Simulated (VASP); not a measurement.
Input of a VASP 6.6.1 run:

The input INCAR:

```
SYSTEM = Cu
PREC = Accurate
ENCUT = 520
EDIFF = 1E-7
ISMEAR = 0
SIGMA = 0.1
LREAL = .False.
LASPH = .True.
NELM = 60
ALGO = Fast
ISIF = 2
LWAVE = .False.
LCHARG = .True.
GGA = PE
LELF = .True.
LVHAR = .True.
NBANDS = 12
```

KPOINTS

```
Automatic mesh
0
Gamma
  16 16 16
  0.5 0.5 0.5
```

The input POSCAR:

```
Cu
1.0
   -1.4427933200      1.4427933200      1.3760814500
    1.4427933200     -1.4427933200      1.3760814500
    1.4427933200      1.4427933200     -1.3760814500
Cu
1
Direct
    0.0000000000      0.0000000000      0.0000000000
```

Potentials or basis: VASP PAW PBE potentials, release 64 (Cu).

The run is started by

```sh
$ cat potpaw_PBE.64/Cu/POTCAR > POTCAR
$ mpirun -np 1 vasp_std > vasp.out
```

Problem. Estimate the pressure.

Solution. 8.1 GPa.

Stress tensor (GPa, compression positive):
```
8.06 0.00 0.00
0.00 8.06 0.00
0.00 0.00 8.30
```
